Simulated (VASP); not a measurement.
Input of a VASP 6.6.1 run:

The input INCAR:

```
SYSTEM = SiAs4
PREC     = Accurate       ! precision mode
ENCUT    = 600            ! plane-wave cutoff, eV
EDIFF    = 1E-7           ! SCF threshold, eV
ISMEAR   = 0              ! smearing method
SIGMA    = 0.1            ! smearing width, eV
LREAL    = .FALSE.        ! projectors in reciprocal space
LASPH    = .TRUE.         ! aspherical terms in the spheres
NELM     = 60             ! most SCF steps
ALGO     = Normal         ! electronic algorithm
ISIF     = 3              ! what is computed and relaxed
LWAVE    = .FALSE.        ! write WAVECAR
LCHARG   = .FALSE.        ! write CHGCAR
GGA      = PE             ! functional
IBRION   = 2              ! ionic algorithm
NSW      = 100            ! ionic steps
EDIFFG   = -0.01          ! ionic threshold
```

File KPOINTS:

```
Automatic mesh
0
G
  8 8 8
  0 0 0
```

The input POSCAR:

```
SiAs4
1.0
    4.7912541063      0.0000000000      0.0000000000
    0.0000000000      4.7912541063      0.0000000000
    0.0000000000      0.0000000000      4.7912541063
Si As
1 4
Direct
    0.0000000000      0.0000000000      0.0000000000
    0.2831855630      0.2831855630      0.2831855630
    0.7168144370      0.7168144370      0.2831855630
    0.2831855630      0.7168144370      0.7168144370
    0.7168144370      0.2831855630      0.7168144370
```

Potentials or basis: VASP PAW PBE potentials, release 64 (Si, As).

The run is started by

```bash
$ cat potpaw_PBE.64/Si/POTCAR potpaw_PBE.64/As/POTCAR > POTCAR
$ mpirun -np 1 vasp_std > vasp.out
```

Problem. Predict the band gap on the k mesh.

Solution. Zero (band 12 reaches 6.51 eV, above the bottom of band 13 at 4.72 eV).

Problem. Estimate the relaxed volume.

Solution. 21.72 Å³/atom.

Step by step:
| step | energy change (eV) | largest force (eV/Å) | pressure (GPa) | volume (Å³) |
| --- | --- | --- | --- | --- |
| 1 | 0.0000 | 0.1153 | -0.41 | 109.99 |
| 2 | -0.0036 | 0.0990 | -0.01 | 109.09 |
| 3 | -0.0046 | 0.0845 | 0.32 | 108.38 |
| 4 | -0.0063 | 0.0100 | 0.02 | 108.61 |
